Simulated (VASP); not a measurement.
# Ti (P6/mmm) in VASP: notebook, part 2 of 2

VASP 6.6.1. Earlier steps stand in the parts before.

### 3 Single point, PBEsol

This run uses another cell than the first one, of 17.80 Å³/atom.

INCAR reads:

```
PREC = Accurate ; ENCUT = 520
EDIFF = 1E-7 ; ISMEAR = -1
SIGMA = 0.1 ; LREAL = F
LASPH = T ; NELM = 100
ALGO = Normal ; ISIF = 2
LWAVE = F ; LCHARG = F
GGA = PS ; NBANDS = 25
```

KPOINTS reads:

```
regular mesh
0
Gamma
  9 9 12
```

POSCAR reads:

```
Ti
1.0
    4.6766666667      0.0000000000      0.0000000000
   -2.3383333333      4.0501121410      0.0000000000
    0.0000000000      0.0000000000      2.8200000000
Ti
3
Direct
    0.0000000000      0.0000000000      0.0000000000
    0.3333333333      0.6666666667      0.5000000000
    0.6666666667      0.3333333333      0.5000000000
```

Potentials or basis: VASP PAW PBE potentials, release 64 (Ti_sv).

Started as:

```bash
> cat potpaw_PBE.64/Ti_sv/POTCAR > POTCAR
> mpirun -np 1 vasp_std > vasp.out
```

OUTCAR:

```text
PREC = Accurate
   ENCUT = 520
   EDIFF = 1E-7
   ISMEAR = -1
   LREAL = F
   LASPH = T
   NELM = 100
   ISIF = 2
   GGA = PS

 ion  position               nearest neighbor table
   1  0.000  0.000  0.000-
   2  0.333  0.667  0.500-   3 2.70   3 2.70   3 2.70
   3  0.667  0.333  0.500-   2 2.70   2 2.70   2 2.70

  LATTYP: Found a hexagonal cell.
 ALAT       =     4.6766666667
 C/A-ratio  =     0.6029935852

  Lattice vectors:

 A1 = (   4.6766666667,   0.0000000000,   0.0000000000)
 A2 = (  -2.3383333333,   4.0501121410,   0.0000000000)
 A3 = (   0.0000000000,   0.0000000000,   2.8200000000)

Analysis of symmetry for initial positions (statically):
=====================================================================
 Subroutine PRICEL returns:
 Original cell was already a primitive cell.

 Routine SETGRP: Setting up the symmetry group for a
 hexagonal supercell.

 Subroutine GETGRP returns: Found 24 space group operations
 (whereof 24 operations were pure point group operations)
[... 162 lines left out ...]
  free energy    TOTEN  =       -24.98671396 eV

  energy without entropy =      -24.87246977  energy(sigma->0) =      -24.92959186

 E-fermi :   7.7885     XC(G=0): -11.5165

 val. band max:        7.7805651839   @ k =   0.3333   0.2222   0.3333
 cond. band min:       7.8023172268   @ k =   0.3333   0.1111   0.0833
 fundamental gap:      0.0217520429
 Fermi energy:         7.7885194272

 k-point     1 :       0.0000    0.0000    0.0000
  band No.  band energies     occupation
      1     -48.8596      2.00000
      2     -48.6301      2.00000
      3     -48.4983      2.00000
      4     -25.2607      2.00000
      5     -25.2607      2.00000
      6     -25.1495      2.00000
[... 661 lines left out ...]
     24       9.7410      0.00000
     25      10.5498      0.00000

 [... further k-points ...]

------------------------ aborting loop because EDIFF is reached ----------------------------------------

  FORCE on cell =-STRESS in cart. coord.  units (eV):
  Direction    XX          YY          ZZ          XY          YZ          ZX
  --------------------------------------------------------------------------------------
  -------------------------------------------------------------------------------------
  Total       -3.1306672     -3.1306672     -1.7556780     -0.0000000      0.0000000     -0.0000000
  in kB      -93.9063398    -93.9063399    -52.6626701     -0.0000000      0.0000000     -0.0000000
  external PRESSURE =     -80.1584499 kB  Pullay stress =       0.0000000 kB

 VOLUME and BASIS-vectors are now :
 -----------------------------------------------------------------------------
  energy-cutoff  :      520.00
  volume of cell :       53.41
      direct lattice vectors                 reciprocal lattice vectors
     4.676666667  0.000000000  0.000000000     0.213827512  0.123453372  0.000000000
    -2.338333333  4.050112141  0.000000000     0.000000000  0.246906744  0.000000000
     0.000000000  0.000000000  2.820000000     0.000000000  0.000000000  0.354609929

 POSITION                                       TOTAL-FORCE (eV/Angst)
 -----------------------------------------------------------------------------------
      0.00000      0.00000      0.00000         0.000000      0.000000      0.000000
     -0.00000      2.70007      1.41000         0.000000      0.000000     -0.000000
      2.33833      1.35004      1.41000        -0.000000     -0.000000      0.000000
 -----------------------------------------------------------------------------------
    total drift:                                0.000000      0.000000     -0.000000

  FREE ENERGIE OF THE ION-ELECTRON SYSTEM (eV)
  ---------------------------------------------------
  free  energy   TOTEN  =       -24.9867139566 eV

  energy  without entropy=      -24.8724697690  energy(sigma->0) =      -24.92959186
```

OSZICAR:

```text
N       E                     dE             d eps       ncg     rms          rms(c)
DAV:   1     0.429629621105E+03    0.42963E+03   -0.18621E+04  4200   0.177E+03
DAV:   2     0.198092968606E+02   -0.40982E+03   -0.40314E+03  4220   0.516E+02
DAV:   3    -0.250832137986E+02   -0.44893E+02   -0.43986E+02  7775   0.147E+02
DAV:   4    -0.285660279882E+02   -0.34828E+01   -0.34624E+01  5752   0.369E+01
DAV:   5    -0.287707539674E+02   -0.20473E+00   -0.20461E+00  6610   0.748E+00    0.150E+01
DAV:   6    -0.249948239816E+02    0.37759E+01   -0.13803E+01  5062   0.342E+01    0.348E+00
DAV:   7    -0.250660032671E+02   -0.71179E-01   -0.21184E+00  7007   0.129E+01    0.391E+00
DAV:   8    -0.249735111418E+02    0.92492E-01   -0.92098E-01  6162   0.602E+00    0.236E+00
DAV:   9    -0.249989477434E+02   -0.25437E-01   -0.28752E-01  5356   0.585E+00    0.847E-01
DAV:  10    -0.249861380106E+02    0.12810E-01   -0.74448E-02  5385   0.243E+00    0.119E-01
DAV:  11    -0.249866086298E+02   -0.47062E-03   -0.42378E-03  6704   0.446E-01    0.102E-01
DAV:  12    -0.249867238955E+02   -0.11527E-03   -0.41957E-04  5432   0.145E-01    0.209E-02
DAV:  13    -0.249867134184E+02    0.10477E-04   -0.31130E-05  6638   0.394E-02    0.963E-03
DAV:  14    -0.249867139488E+02   -0.53039E-06   -0.22059E-06  5251   0.120E-02    0.182E-03
DAV:  15    -0.249867139566E+02   -0.78144E-08   -0.40317E-07  5525   0.541E-03
   1 F= -.24986714E+02 E0= -.24929592E+02  d E =-.114244E+00
```

stdout:

```text
POSCAR found type information on POSCAR Ti
 POSCAR found :  1 types and       3 ions
 scaLAPACK will be used
 -----------------------------------------------------------------------------
|                                                                             |
|                                                                             |
|     You enforced a specific xc type in the INCAR file but a different       |
|     I HOPE YOU KNOW WHAT YOU ARE DOING!                                     |
|                                                                             |
 -----------------------------------------------------------------------------

 LDA part: xc-table for (Slater+PW92), standard interpolation
 POSCAR, INCAR and KPOINTS ok, starting setup
 FFT: planning ... GRIDC
 FFT: planning ... GRID_SOFT
 FFT: planning ... GRID
 WAVECAR not read
 entering main loop
```

It took 3.9 min on 1 thread of AMD EPYC 7R13, shared host; peak memory 0.2 GiB.

Results:

```yaml
Free_energy: -24.9867 eV
Pressure: -8.0 GPa
Band_gap_on_the_k_mesh: zero (bands 18 and 19 overlap by 0.30 eV)
```

Caveat: the cell stands under tension; the PAW data sets were made with another functional, which shifts forces and pressure a little.

### 4 Single point, PBEsol

This run uses another cell than the first one, of 18.39 Å³/atom.

INCAR reads:

```
PREC = Accurate
ENCUT = 520
EDIFF = 1E-6
ISMEAR = -1
SIGMA = 0.1
LREAL = F
LASPH = T
NELM = 80
ALGO = Normal
ISIF = 2
LWAVE = F
LCHARG = T
GGA = PS
LELF = T
LVHAR = T
NBANDS = 25
```

KPOINTS is that of step 3.

POSCAR reads:

```
Ti
1.0
    4.7533333333      0.0000000000      0.0000000000
   -2.3766666667      4.1165074220      0.0000000000
    0.0000000000      0.0000000000      2.8200000000
Ti
3
Direct
    0.0000000000      0.0000000000      0.0000000000
    0.3333333333      0.6666666667      0.5000000000
    0.6666666667      0.3333333333      0.5000000000
```

Started as:

```bash
> cat potpaw_PBE.64/Ti_sv/POTCAR > POTCAR
> mpirun -np 1 vasp_std > vasp.out
```

Wall time 3.5 min (1 thread of AMD EPYC 7R13, shared host); peak memory 0.2 GiB.

The run converged. Its results:

* Free energy: -24.8653 eV
* Pressure: -10.6 GPa
* Band gap on the k mesh: zero (bands 18 and 19 overlap by 0.34 eV)

Stress tensor (GPa, compression positive):
```
-12.64   0.00   0.00
  0.00 -12.64   0.00
  0.00   0.00  -6.55
```

Levels at points of the mesh, in eV from the Fermi level:
```
           k point  band 14  band 15  band 16  band 17  band 18  band 19  band 20  band 21  band 22  band 23
(0.00, 0.00, 0.00)    -1.69    -0.68    -0.68    -0.59    -0.59    -0.22     0.47     1.22     1.22     1.97
(0.00, 0.00, 0.50)    -1.80    -1.80    -1.46    -1.37    -1.37     0.91     0.91     1.24     1.24     2.72
```

Caveat: the stress differs along the axes, from -13 to -7 GPa; the PAW data sets were made with another functional, which shifts forces and pressure a little.

### 5 Single point, PBEsol

This run uses another cell than the first one, of 18.99 Å³/atom.

INCAR reads:

```
SYSTEM = Ti
ALGO     = Normal         ! electronic algorithm
EDIFF    = 1E-7           ! SCF threshold, eV
ENCUT    = 520            ! plane-wave cutoff, eV
GGA      = PS             ! functional
ISIF     = 2              ! what is computed and relaxed
ISMEAR   = -1             ! smearing method
LASPH    = .True.         ! aspherical terms in the spheres
LCHARG   = .False.        ! write CHGCAR
LREAL    = .False.        ! projectors in reciprocal space
LWAVE    = .False.        ! write WAVECAR
NBANDS   = 25             ! bands
NELM     = 60             ! most SCF steps
PREC     = Accurate       ! precision mode
SIGMA    = 0.1            ! smearing width, eV
```

KPOINTS reads:

```
k-points
0
Gamma
  9 9 12
  0 0 0
```

POSCAR reads:

```
Ti
1.0
    4.8300000000      0.0000000000      0.0000000000
   -2.4150000000      4.1829027030      0.0000000000
    0.0000000000      0.0000000000      2.8200000000
Ti
3
Direct
    0.0000000000      0.0000000000      0.0000000000
    0.3333333333      0.6666666667      0.5000000000
    0.6666666667      0.3333333333      0.5000000000
```

Started as:

```bash
> cat potpaw_PBE.64/Ti_sv/POTCAR > POTCAR
> mpirun -np 1 vasp_std > vasp.out
```

Run time: 3.2 min. Hardware: 1 thread of AMD EPYC 7R13, shared host; peak memory 0.21 GiB.

The run converged. Its results:

```
Free energy            : -24.7088 eV
Pressure               : -12.8 GPa
Band gap on the k mesh : zero (bands 18 and 19 overlap by 0.37 eV)
```

Stress tensor (GPa, compression positive):
```
-15.32   0.00   0.00
  0.00 -15.32   0.00
  0.00   0.00  -7.81
```

Levels at points of the mesh, in eV from the Fermi level:
| k point | band 16 | band 17 | band 18 | band 19 | band 20 | band 21 |
| --- | --- | --- | --- | --- | --- | --- |
| (0.00, 0.00, 0.00) | -0.67 | -0.58 | -0.58 | -0.29 | 0.39 | 1.18 |
| (0.00, 0.00, 0.50) | -1.36 | -1.29 | -1.29 | 0.85 | 0.85 | 1.23 |

Caveat: the stress differs along the axes, from -15 to -8 GPa; the PAW data sets were made with another functional, which shifts forces and pressure a little.

### 6 The runs side by side

| cell | gap on the mesh (eV) | pressure (GPa) |
| --- | --- | --- |
| a = 4.600, b = 4.600, c = 2.820 Å, angles 90.0, 90.0, 120.0°, 3 atoms | none | -5.0 |
| a = 4.677, b = 4.677, c = 2.820 Å, angles 90.0, 90.0, 120.0°, 3 atoms | none | -8.0 |
| a = 4.753, b = 4.753, c = 2.820 Å, angles 90.0, 90.0, 120.0°, 3 atoms | none | -10.6 |
| a = 4.830, b = 4.830, c = 2.820 Å, angles 90.0, 90.0, 120.0°, 3 atoms | none | -12.8 |

Alike in all rows: task single point; level PBEsol; potentials or basis VASP PAW PBE potentials, release 64 (Ti_sv); no spin polarisation; k mesh 9 × 9 × 12; cutoff (eV) 520; smearing fermi-dirac 0.1 eV.

Caveats: the PAW data sets were made with another functional, which shifts forces and pressure a little; the cell stands under tension (at least some runs); the stress differs along the axes, from -13 to -7 GPa (at least some runs); the stress differs along the axes, from -15 to -8 GPa (at least some runs).

Absolute energies hang on the potentials; compare differences alone.

The gap in the log of VASP goes by the Fermi energy; the results here count the filled bands.